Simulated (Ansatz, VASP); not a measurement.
# NaCu2: VASP beside Ansatz

The input INCAR:

```
PREC     = Accurate       # precision mode
ENCUT    = 600            # plane-wave cutoff, eV
EDIFF    = 1E-6           # SCF threshold, eV
ISMEAR   = 0              # smearing method
SIGMA    = 0.1            # smearing width, eV
LREAL    = False          # projectors in reciprocal space
LASPH    = True           # aspherical terms in the spheres
NELM     = 100            # most SCF steps
ALGO     = Fast           # electronic algorithm
ISIF     = 3              # what is computed and relaxed
LWAVE    = False          # write WAVECAR
LCHARG   = False          # write CHGCAR
GGA      = PE             # functional
IBRION   = 2              # ionic algorithm
NSW      = 100            # ionic steps
EDIFFG   = -0.01          # ionic threshold
```

Contents of KPOINTS:

```
regular mesh
0
Gamma
  12 12 16
```

File POSCAR:

```
NaCu2
1.0
    4.3965732663      0.0000000000      0.0000000000
   -2.1982866331      3.8075441383      0.0000000000
    0.0000000000      0.0000000000      2.7948600798
Na Cu
1 2
Direct
    0.0000000000      0.0000000000      0.0000000000
    0.3333333333      0.6666666667      0.5000000000
    0.6666666667      0.3333333333      0.5000000000
```

Input for Ansatz:

```yaml
crystal:
  lattice:
    - [4.3965732663, 0.0, 0.0]
    - [-2.1982866331, 3.8075441383, 0.0]
    - [0.0, 0.0, 2.7948600798]
  atoms:
    - { symbol: Na, position: [0.0, 0.0, 0.0] }
    - { symbol: Cu, position: [0.3333333333, 0.6666666667, 0.5] }
    - { symbol: Cu, position: [0.6666666667, 0.3333333333, 0.5] }
basis:
  ecutwfc: 420
kpoints:
  mp_grid: { grid: [12, 12, 16] }
hamiltonian:
  xc: pbe
scf:
  occupations: { method: gaussian, width: 0.1 }
output:
  forces: true
  stress: true
  eigenvalues: true
relax:
  adjacent_minimum: "off"
  f_tol: 0.01
  max_steps: 80
  cell: { stress_tol: 0.05 }
```

Alike in both runs: task relaxation of cell and atoms; functional PBE; k mesh 12 × 12 × 16; occupations gaussian, width 0.1 eV; no spin polarisation.

```csv
,VASP,Ansatz
version,VASP 6.6.1,Ansatz 0.2.0
potentials or method,"VASP PAW PBE potentials, release 64 (Na_pv, Cu), cutoff 600 eV","scalar-relativistic, plane waves, PAW"
valence electrons in the cell,29,47
```

VASP gave:

```
gap on the k mesh at the Fermi level, each at its own relaxed structure (eV) : none
relaxed volume (Å³/atom)                                                     : 15.72
relaxed cell length with the largest relative difference (Å)                 : 2.612
```

Q: What did Ansatz give for the same quantities?

A: gap on the k mesh at the Fermi level, each at its own relaxed structure (eV): none; relaxed volume (Å³/atom): 15.62; relaxed cell length with the largest relative difference (Å): 2.602.

A gap of «none» marks a metal or a gap that the smearing closes. VASP's potentials hold 29 valence electrons a cell and Ansatz's 47, so a difference there can come from the potentials and not from the codes.
